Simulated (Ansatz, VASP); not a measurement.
One calculation of Zr2O, two programs

```
Zr O
1.0
     4.80029    0.00000    0.00000
     0.00000    4.80029    0.00000
     0.00000    0.00000    4.80029
Zr O
4 2
Cartesian
  0.9172 1.4829 3.6002
  3.8831 1.4829 1.2001
  0.9172 3.3174 1.2001
  3.8831 3.3174 3.6002
  0.0000 0.0000 0.0000
  2.4001 2.4001 2.4001
```

Change from the starting cell: mode 1 (-33.3 1/cm) frozen in, largest displacement -0.400 Å.

Alike in both runs: task single point; functional PBEsol; k mesh 10 × 10 × 10; occupations gaussian, width 0.15 eV; no spin polarisation.

|  | VASP | Ansatz |
| --- | --- | --- |
| version | VASP 6.6.1 | Ansatz 0.2.0 |
| potentials or method | VASP PAW PBE potentials, release 64 (Zr_sv, O), cutoff 520 eV | scalar-relativistic, plane waves, PAW |
| valence electrons in the cell | 60 | 60 |

|  | VASP | Ansatz | Ansatz less VASP |
| --- | --- | --- | --- |
| gap on the k mesh at the Fermi level (eV) | none | none | - |
| pressure (GPa) | 9.0 | 8.8 | -0.28 |
| traceless stress, the component that is largest in VASP (GPa) | -0.94 | -0.89 | +0.052 |
| rms of the force components (eV/Å) | 1.781 | 1.769 | -0.0122 |

VASP's potentials were made for PBE, not for PBEsol. Atom by atom the forces differ by 0.012 eV/Å (rms over components). A gap of «none» marks a metal or a gap that the smearing closes.
